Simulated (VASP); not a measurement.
Wanted: the native input for a VASP 6.6.1 run.

- Task: relaxation of cell and atoms
- Functional: PBEsol
- Potentials or basis: VASP PAW PBE potentials, release 64 (Ni)
- Cutoff: 600 eV
- k mesh: 20 × 20 × 20
- Occupations: gaussian, width 0.1 eV
- Spin: collinear spin, ferromagnetic start
- Starting moments: [0.73] μB
- Target pressure: 2 GPa
- Dipole correction: no
- Further INCAR settings: ALGO = Normal; EDIFF = 1e-06; IBRION = 2; EDIFFG = -0.008; NSW = 70; ISIF = 3

The structure of Ni lies in POSCAR:

```
Ni
1.0
    0.0000000000      1.7205243093      1.7205243093
    1.7205243093      0.0000000000      1.7205243093
    1.7205243093      1.7205243093      0.0000000000
Ni
1
Direct
    0.0000000000      0.0000000000      0.0000000000
```

One way to write it, as run:

INCAR

```
SYSTEM = Ni
  PREC = Accurate
  ENCUT = 600
  EDIFF = 1E-6
  ISMEAR = 0
  SIGMA = 0.1
  LREAL = .False.
  LASPH = .True.
  NELM = 150
  ALGO = Normal
  ISIF = 3
  LWAVE = .False.
  LCHARG = .False.
  ISPIN = 2
  MAGMOM = 0.73
  LORBIT = 11
  LMAXMIX = 4
  GGA = PS
  IBRION = 2
  NSW = 70
  EDIFFG = -0.008
  PSTRESS = 20.0
```

KPOINTS

```
Automatic mesh
0
Gamma
  20 20 20
  0 0 0
```

Potentials or basis: VASP PAW PBE potentials, release 64 (Ni).

Run with:

```sh
$ cat potpaw_PBE.64/Ni/POTCAR > POTCAR
$ mpirun -np 1 vasp_std > vasp.out
```

Results of the run:

| Property | Result |
| --- | --- |
| Relaxed volume | 10.29 Å³/atom |
| Relaxed cell | a = 2.441 Å, b = 2.441 Å, c = 2.441 Å, α = 60.00°, β = 60.00°, γ = 60.00° |
| Space group after relaxing (to 0.1 Å) | Fm-3m (No. 225) |
| Energy change on relaxing (the run minimises the enthalpy) | -2.0 meV/atom |
| Ionic steps | 3 |
| Pressure after relaxing | 1.9 GPa |
| Net moment | 0.62 μB per cell |
| Site moments | Ni +0.63 μB |
| Valence electrons inside the program's atomic spheres | Ni 9.42 |

Caveat: the cell is relaxed towards a set pressure, so the run minimises the enthalpy, not the energy; the PAW data sets were made with another functional, which shifts forces and pressure a little.

Wall time 3.3 min on 1 thread of Intel Xeon 8259CL, on a shared host, peak memory 0.18 GiB.
